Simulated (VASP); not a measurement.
A run of VASP 6.6.1 is set up as follows.

INCAR

```
ALGO = Normal
EDIFF = 1E-7
ENCUT = 520
GGA = PE
ISIF = 2
ISMEAR = -1
LASPH = True
LCHARG = False
LREAL = False
LWAVE = False
NBANDS = 17
NELM = 80
PREC = Accurate
SIGMA = 0.02
```

The input KPOINTS:

```
k-points
0
Gamma
  6 6 6
```

Contents of POSCAR:

```
PbSe
1.0
    0.0000000000      3.4232041400      3.4440856853
    3.4232041400      0.0000000000      3.4440856853
    3.4232041400      3.4232041400      0.0000000000
Pb Se
1 1
Direct
    0.0000000000      0.0000000000      0.0000000000
    0.2500000000      0.2500000000      0.2500000000
```

Potentials or basis: VASP PAW PBE potentials, release 64 (Pb_d, Se).

Command:

```sh
$ cat potpaw_PBE.64/Pb_d/POTCAR potpaw_PBE.64/Se/POTCAR > POTCAR
$ mpirun -np 1 vasp_std > vasp.out
```

**Question.** Predict the pressure.

**Answer.** 0.5 GPa.

**Question.** Predict the band gap on the k mesh.

**Answer.** 0.75 eV, indirect (least direct gap 1.15 eV).

Caveat: the cell differs from its parent crystal (uniaxial z strain +0.6%); spin-orbit coupling is left out, which moves the levels of the heavy elements. A k mesh can miss the band edges.
